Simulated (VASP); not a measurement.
# O (I4_1/amd) in VASP: further runs

O is run at these levels: PBE; tasks: single point, relaxation of cell and atoms.

All numbers are computed with VASP 6.6.1; they aren't measurements. Logs are shortened: lines on timing, memory, paths and dates and some standing lists are left out, and cuts for length are marked.

## Step 1: The cell of the first run

Symmetry: I4_1/amd, No. 141, tetragonal system. Conventional cell: a = 3.375 Å, b = 3.375 Å, c = 2.603 Å, α = 90.00°, β = 90.00°, γ = 90.00°. O (site symmetry -4m2) has 4 O at 1.81 Å within 2.4 Å.

## Step 2: Single point, PBE

The input, INCAR:

```
PREC     = Accurate       # precision mode
ENCUT    = 520            # plane-wave cutoff, eV
EDIFF    = 1E-7           # SCF threshold, eV
ISMEAR   = -1             # smearing method
SIGMA    = 0.05           # smearing width, eV
LREAL    = F              # projectors in reciprocal space
LASPH    = T              # aspherical terms in the spheres
NELM     = 80             # most SCF steps
ALGO     = Normal         # electronic algorithm
ISIF     = 2              # what is computed and relaxed
LWAVE    = F              # write WAVECAR
LCHARG   = T              # write CHGCAR
GGA      = PE             # functional
LELF     = T              # ELF
LVHAR    = T            
NBANDS   = 13             # bands
```

The input, KPOINTS:

```
Automatic mesh
0
Gamma
  19 19 19
```

The input, POSCAR:

```
O
1.0
   -1.6876443015      1.6876443015      1.3017405114
    1.6876443015     -1.6876443015      1.3017405114
    1.6876443015      1.6876443015     -1.3017405114
O
2
Direct
   -0.3750000000     -0.1250000000     -0.2500000000
    0.3750000000      0.1250000000      0.2500000000
```

Potentials or basis: VASP PAW PBE potentials, release 64 (O).

The run is started by

```bash
cat potpaw_PBE.64/O/POTCAR > POTCAR
mpirun -np 1 vasp_std > vasp.out
```

OUTCAR:

```text
PREC = Accurate
   ENCUT = 520
   EDIFF = 1E-7
   ISMEAR = -1
   LREAL = F
   LASPH = T
   NELM = 80
   ISIF = 2
   GGA = PE

 ion  position               nearest neighbor table
   1  0.625  0.875  0.750-   2 1.81   2 1.81   2 1.81   2 1.81
   2  0.375  0.125  0.250-   1 1.81   1 1.81   1 1.81   1 1.81

  LATTYP: Found a body centered tetragonal cell.
 ALAT       =     3.3752886030
 C/A-ratio  =     0.7713358261

  Lattice vectors:

 A1 = (  -1.6876443015,   1.6876443015,   1.3017405114)
 A2 = (   1.6876443015,  -1.6876443015,   1.3017405114)
 A3 = (   1.6876443015,   1.6876443015,  -1.3017405114)

Analysis of symmetry for initial positions (statically):
=====================================================================
 Subroutine PRICEL returns:
 Original cell was already a primitive cell.

 Routine SETGRP: Setting up the symmetry group for a
 body centered tetragonal supercell.

 Subroutine GETGRP returns: Found 16 space group operations
 (whereof  4 operations were pure point group operations)
 out of a pool of 16 trial point group operations.

The static configuration has the point symmetry C_2h.
 The point group associated with its full space group is D_4h.

Analysis of symmetry for dynamics (positions and initial velocities):
=====================================================================
 Subroutine PRICEL returns:
 Original cell was already a primitive cell.

 Routine SETGRP: Setting up the symmetry group for a
 body centered tetragonal supercell.

 Subroutine GETGRP returns: Found 16 space group operations
 (whereof  4 operations were pure point group operations)
 out of a pool of 16 trial point group operations.

The dynamic configuration has the point symmetry C_2h.
 The point group associated with its full space group is D_4h.

 Subroutine INISYM returns: Found 16 space group operations
 (whereof  4 operations are pure point group operations),
 and found     1 'primitive' translations

----------------------------------------------------------------------------------------

                                     Primitive cell

  volume of cell :      14.8302

  direct lattice vectors                    reciprocal lattice vectors
    -1.687644301  1.687644301  1.301740511     0.000000000  0.296270962  0.384101129
     1.687644301 -1.687644301  1.301740511     0.296270962  0.000000000  0.384101129
     1.687644301  1.687644301 -1.301740511     0.296270962  0.296270962  0.000000000

  length of vectors
     2.718605329  2.718605329  2.718605329     0.485087786  0.485087786  0.418990412

  position of ions in fractional coordinates (direct lattice)
     0.625000000  0.875000000  0.750000000
     0.375000000  0.125000000  0.250000000

  ion indices of the primitive-cell ions
   primitive index   ion index
                 1           1
                 2           2

----------------------------------------------------------------------------------------

 KPOINTS: Automatic mesh

Automatic generation of k-mesh.
 Grid dimensions read from file:
 generate k-points for:   19   19   19

 Generating k-lattice:

  Cartesian coordinates                     Fractional coordinates (reciprocal lattice)
     0.000000000  0.015593209  0.020215849     0.052631579  0.000000000 -0.000000000
     0.015593209  0.000000000  0.020215849     0.000000000  0.052631579 -0.000000000
     0.015593209  0.015593209  0.000000000     0.000000000  0.000000000  0.052631579

  Length of vectors
     0.025530936  0.025530936  0.022052127

  Shift w.r.t. Gamma in fractional coordinates (k-lattice)
     0.000000000  0.000000000  0.000000000

 Subroutine IBZKPT returns following result:
 ===========================================

 Found    550 irreducible k-points:

 Following reciprocal coordinates:
            Coordinates               Weight
  0.000000  0.000000  0.000000      1.000000
  0.052632  0.000000 -0.000000      8.000000
  0.105263  0.000000 -0.000000      8.000000
  0.157895  0.000000 -0.000000      8.000000
  0.210526  0.000000 -0.000000      8.000000
  0.263158  0.000000  0.000000      8.000000
[... 16 lines left out ...]
 -0.315789  0.052632  0.000000     16.000000
 -0.263158  0.052632  0.000000     16.000000
 [... further k-points ...]
   k-points           NKPTS =    550   k-points in BZ     NKDIM =    550   number of bands    NBANDS=     13
   number of dos      NEDOS =    301   number of ions     NIONS =      2
   total plane-waves  NPLWV =   8000
   dimension x,y,z NGX =    20 NGY =   20 NGZ =   20
   dimension x,y,z NGXF=    40 NGYF=   40 NGZF=   40
   ions per type =               2
   NGX,Y,Z   is equivalent  to a cutoff of  12.23, 12.23, 12.23 a.u.
   NGXF,Y,Z  is equivalent  to a cutoff of  24.46, 24.46, 24.46 a.u.
 SYSTEM =  unknown system
   PREC   = accura    normal or accurate (medium, high low for compatibility)
   ISTART =      0    job   : 0-new  1-cont  2-samecut
   ICHARG =      2    charge: 1-file 2-atom 10-const
   ISPIN  =      1    spin polarized calculation?
   LNONCOLLINEAR =      F non collinear calculations
   LSORBIT =      F    spin-orbit coupling
   LASPH  =      T    aspherical Exc in radial PAW
   ENCUT  =  520.0 eV  38.22 Ry    6.18 a.u.   5.05  5.05  5.05*2*pi/ulx,y,z
   NELM   =     80;   NELMIN=  2; NELMDL= -5     # of ELM steps
   EDIFF  = 0.1E-06   stopping-criterion for ELM
   LREAL  =      F    real-space projection
   EDIFFG = 0.1E-05   stopping-criterion for IOM
   NSW    =      0    number of steps for IOM
   IBRION =     -1    ionic relax: 0-MD 1-quasi-New 2-CG
   NFREE  =      0    steps in history (QN), initial steepest desc. (CG)
   ISIF   =      2    stress and relaxation
   ISYM   =      2    0-nonsym 1-usesym 2-fastsym
   POTIM  = 0.5000    time-step for ionic-motion
   TEBEG  =    0.0;   TEEND  =   0.0 temperature during run
   PSTRESS=    0.0 pullay stress
   NELECT =      12.0000    total number of electrons
   NUPDOWN=      -1.0000    fix difference up-down
   EMIN   =  10.00;   EMAX   =-10.00  energy-range for DOS
   EFERMI =   0.00;   METHOD = LEGACY
   ISMEAR =    -1;   SIGMA  =   0.05  broadening in eV -4-tet -1-fermi 0-gaus
   EFERMI_NEDOS =   21; number of points for ismear=-14 and -15
   IALGO  =     38    algorithm
   IMIX   =      4    mixing-type and parameters
     AMIX     =   0.40;   BMIX     =  1.00
     AMIX_MAG =   1.60;   BMIX_MAG =  1.00
  volume/ion in A,a.u.               =       7.42        50.04
  Fermi-wavevector in a.u.,A,eV,Ry     =   1.525527  2.882828 31.663912  2.327232
  Thomas-Fermi vector in A             =   2.633685
   LORBIT       =      0    0 simple, 1 ext, 2 COOP (PROOUT), +10 PAW based schemes
   GGA     = PE    functional components
   LHFCALC =     F    Hartree Fock is set to
   AEXX    =    0.0000 exact exchange contribution
   IVDW    =     0    specifies the selected vdW correction
   LEPSILON=     F    determine dielectric tensor
   LRPA    =     F    only Hartree local field effects (RPA)
 non-spin polarized calculation
  energy-cutoff  :      520.00
  volume of cell :       14.83
 maximum number of plane-waves:       417
   NGX = 11   NGY = 11   NGZ = 11

 number of electron      12.0000004 magnetization

 Free energy of the ion-electron system (eV)
  ---------------------------------------------------
  ext. energy  EPLUGINS =         0.00000000
  ---------------------------------------------------
  free energy    TOTEN  =        -6.30568899 eV

  energy without entropy =       -6.30275963  energy(sigma->0) =       -6.30422431

 E-fermi :   3.8383     XC(G=0): -12.2223

 val. band max:        3.8372581820   @ k =  -0.3684   0.3158   0.0000
 cond. band min:       3.8684259706   @ k =  -0.3684   0.3684   0.0526
 fundamental gap:      0.0311677885
 Fermi energy:         3.8382868079

 k-point     1 :       0.0000    0.0000    0.0000
  band No.  band energies     occupation
      1     -19.8373      2.00000
      2      -8.9921      2.00000
      3      -1.6670      2.00000
      4      -1.6670      2.00000
      5       2.4079      2.00000
      6       2.7290      2.00000
      7       5.4447      0.00000
      8       5.4447      0.00000
      9      18.7741      0.00000
     10      21.3092      0.00000
     11      28.3190      0.00000
     12      30.0709      0.00000
     13      30.0709      0.00000

 k-point     2 :       0.0526    0.0000   -0.0000
  band No.  band energies     occupation
      1     -19.7790      2.00000
      2      -9.0808      2.00000
      3      -1.7037      2.00000
      4      -1.5927      2.00000
      5       2.3345      2.00000
      6       2.6437      2.00000
      7       5.4131      0.00000
      8       5.4415      0.00000
      9      18.9275      0.00000
     10      21.4045      0.00000
     11      27.9150      0.00000
     12      29.7413      0.00000
     13      30.2412      0.00000

 k-point     3 :       0.1053    0.0000   -0.0000
  band No.  band energies     occupation
      1     -19.6055      2.00000
      2      -9.3323      2.00000
      3      -1.8078      2.00000
      4      -1.4014      2.00000
      5       2.0934      2.00000
      6       2.4313      2.00000
      7       5.3473      0.00000
      8       5.4302      0.00000
      9      19.3586      0.00000
     10      21.6668      0.00000
     11      27.1024      0.00000
     12      29.1336      0.00000
     13      30.5010      0.00000
[... 305 lines left out ...]
 k-point    23 :      -0.3158    0.0526    0.0000
  band No.  band energies     occupation
      1     -18.2095      2.00000
      2     -11.1558      2.00000
      3      -2.5295      2.00000
      4      -1.0149      2.00000
      5       0.1921      2.00000
      6       2.6985      2.00000
      7       5.0312      0.00000
      8       5.4351      0.00000
      9      21.6599      0.00000
     10      22.5222      0.00000
     11      24.6302      0.00000
     12      29.9952      0.00000
     13      32.1813      0.00000

 k-point    24 :      -0.2632    0.0526    0.0000
  band No.  band energies     occupation
      1     -18.7085      2.00000
      2     -10.6287      2.00000
      3      -2.3032      2.00000
      4      -0.7781      2.00000
      5       0.6806      2.00000
      6       2.4768      2.00000
      7       5.1019      0.00000
      8       5.4824      0.00000
      9      20.8983      0.00000
     10      22.3854      0.00000
     11      25.1223      0.00000
     12      29.2978      0.00000
     13      31.6077      0.00000

 [... further k-points ...]

------------------------ aborting loop because EDIFF is reached ----------------------------------------

  FORCE on cell =-STRESS in cart. coord.  units (eV):
  Direction    XX          YY          ZZ          XY          YZ          ZX
  --------------------------------------------------------------------------------------
  -------------------------------------------------------------------------------------
  Total        2.4039843      2.4039843      2.3809500     -0.0000000      0.0000000      0.0000000
  in kB      259.7143566    259.7143566    257.2258478     -0.0000000      0.0000000      0.0000000
  external PRESSURE =     258.8848537 kB  Pullay stress =       0.0000000 kB

 VOLUME and BASIS-vectors are now :
 -----------------------------------------------------------------------------
  energy-cutoff  :      520.00
  volume of cell :       14.83
      direct lattice vectors                 reciprocal lattice vectors
    -1.687644301  1.687644301  1.301740511     0.000000000  0.296270962  0.384101129
     1.687644301 -1.687644301  1.301740511     0.296270962  0.000000000  0.384101129
     1.687644301  1.687644301 -1.301740511     0.296270962  0.296270962  0.000000000

 POSITION                                       TOTAL-FORCE (eV/Angst)
 -----------------------------------------------------------------------------------
      1.68764      0.84382      0.97631         0.000000      0.000000     -0.000000
     -0.00000      0.84382      0.32544        -0.000000     -0.000000      0.000000
 -----------------------------------------------------------------------------------
    total drift:                               -0.000000     -0.000000     -0.000000

  FREE ENERGIE OF THE ION-ELECTRON SYSTEM (eV)
  ---------------------------------------------------
  free  energy   TOTEN  =        -6.3056889931 eV

  energy  without entropy=       -6.3027596314  energy(sigma->0) =       -6.30422431
```

Run time: 47 s. Hardware: 1 thread of AMD EPYC 9R45 (Zen 5), shared host; peak memory 0.15 GiB.

Results:

```
Free energy            : -6.3057 eV
Pressure               : 25.9 GPa
Band gap on the k mesh : zero (bands 6 and 7 overlap by 0.14 eV)
```

Levels at points of the mesh, in eV from the Fermi level:
```tsv
k point	band 4	band 5	band 6	band 7	band 8	band 9
(0.00, 0.00, 0.00)	-5.51	-1.43	-1.11	1.61	1.61	14.94
```

Caveat: the cell stands under pressure.

## Step 3: Single point, PBE

The input, INCAR:

```
PREC = Accurate
ENCUT = 520
EDIFF = 1E-6
ISMEAR = -1
SIGMA = 0.05
LREAL = False
LASPH = True
NELM = 100
ALGO = Normal
ISIF = 2
LWAVE = False
LCHARG = False
GGA = PE
NBANDS = 13
```

KPOINTS is that of step 2.

The input, POSCAR:

```
O
1.0
   -1.6875591072      1.6875591072      1.3024815427
    1.6875591072     -1.6875591072      1.3024815427
    1.6875591072      1.6875591072     -1.3024815427
O
2
Direct
   -0.3750000000     -0.1250000000     -0.2500000000
    0.3750000000      0.1250000000      0.2500000000
```

Potentials or basis: VASP PAW PBE potentials, release 64 (O).

The run is started by

```bash
cat potpaw_PBE.64/O/POTCAR > POTCAR
mpirun -np 1 vasp_std > vasp.out
```

OUTCAR:

```text
PREC = Accurate
   ENCUT = 520
   EDIFF = 1E-6
   ISMEAR = -1
   LREAL = False
   LASPH = True
   NELM = 100
   ISIF = 2
   GGA = PE

 ion  position               nearest neighbor table
   1  0.625  0.875  0.750-   2 1.81   2 1.81   2 1.81   2 1.81
   2  0.375  0.125  0.250-   1 1.81   1 1.81   1 1.81   1 1.81

  LATTYP: Found a body centered tetragonal cell.
 ALAT       =     3.3751182144
 C/A-ratio  =     0.7718138803

  Lattice vectors:

 A1 = (  -1.6875591072,   1.6875591072,   1.3024815427)
 A2 = (   1.6875591072,  -1.6875591072,   1.3024815427)
 A3 = (   1.6875591072,   1.6875591072,  -1.3024815427)

Analysis of symmetry for initial positions (statically):
=====================================================================
 Subroutine PRICEL returns:
 Original cell was already a primitive cell.

 Routine SETGRP: Setting up the symmetry group for a
 body centered tetragonal supercell.

 Subroutine GETGRP returns: Found 16 space group operations
 (whereof  4 operations were pure point group operations)
 out of a pool of 16 trial point group operations.

[... 174 lines left out ...]
      3      -1.6699      2.00000
      4      -1.6699      2.00000
      5       2.3994      2.00000
      6       2.7215      2.00000
      7       5.4372      0.00000
      8       5.4372      0.00000
      9      18.7572      0.00000
     10      21.3098      0.00000
     11      28.3082      0.00000
     12      30.0551      0.00000
     13      30.0551      0.00000
[... 354 lines left out ...]
  band No.  band energies     occupation
      1     -18.7112      2.00000
      2     -10.6337      2.00000
      3      -2.3066      2.00000
      4      -0.7832      2.00000
      5       0.6749      2.00000
      6       2.4722      2.00000
      7       5.0964      0.00000
      8       5.4762      0.00000
      9      20.8803      0.00000
     10      22.3808      0.00000
     11      25.1113      0.00000
     12      29.2923      0.00000
     13      31.5972      0.00000

 [... further k-points ...]

------------------------ aborting loop because EDIFF is reached ----------------------------------------

  FORCE on cell =-STRESS in cart. coord.  units (eV):
  Direction    XX          YY          ZZ          XY          YZ          ZX
  --------------------------------------------------------------------------------------
  -------------------------------------------------------------------------------------
  Total        2.4022312      2.4022312      2.3629064      0.0000000      0.0000000      0.0000000
  in kB      259.4034941    259.4034941    255.1570352      0.0000000      0.0000000      0.0000000
  external PRESSURE =     257.9880078 kB  Pullay stress =       0.0000000 kB

 VOLUME and BASIS-vectors are now :
 -----------------------------------------------------------------------------
  energy-cutoff  :      520.00
  volume of cell :       14.84
      direct lattice vectors                 reciprocal lattice vectors
    -1.687559107  1.687559107  1.302481543     0.000000000  0.296285918  0.383882599
     1.687559107 -1.687559107  1.302481543     0.296285918  0.000000000  0.383882599
     1.687559107  1.687559107 -1.302481543     0.296285918  0.296285918  0.000000000

 POSITION                                       TOTAL-FORCE (eV/Angst)
 -----------------------------------------------------------------------------------
      1.68756      0.84378      0.97686        -0.000000     -0.000000      0.000000
      0.00000      0.84378      0.32562         0.000000      0.000000     -0.000000
 -----------------------------------------------------------------------------------
    total drift:                               -0.000000     -0.000000     -0.000000

  FREE ENERGIE OF THE ION-ELECTRON SYSTEM (eV)
  ---------------------------------------------------
  free  energy   TOTEN  =        -6.3068180706 eV

  energy  without entropy=       -6.3038835779  energy(sigma->0) =       -6.30535082
```

stdout:

```text
POSCAR found type information on POSCAR O
 POSCAR found :  1 types and       2 ions
 scaLAPACK will be used
 LDA part: xc-table for (Slater+PW92), standard interpolation
 POSCAR, INCAR and KPOINTS ok, starting setup
 FFT: planning ... GRIDC
 FFT: planning ... GRID_SOFT
 FFT: planning ... GRID
 WAVECAR not read
 entering main loop
```

Wall time 42 s (1 thread of AMD EPYC 9R45 (Zen 5), shared host); peak memory 0.15 GiB.

What came out:

* Free energy: -6.3068 eV
* Pressure: 25.8 GPa
* Band gap on the k mesh: zero (bands 6 and 7 overlap by 0.14 eV)

Stress tensor (GPa, compression positive):
```
25.94  0.00  0.00
 0.00 25.94  0.00
 0.00  0.00 25.52
```

Caveat: the cell stands under pressure.

(Continued in part 2 of 2.)

The gap in the log of VASP goes by the Fermi energy; the results here count the filled bands.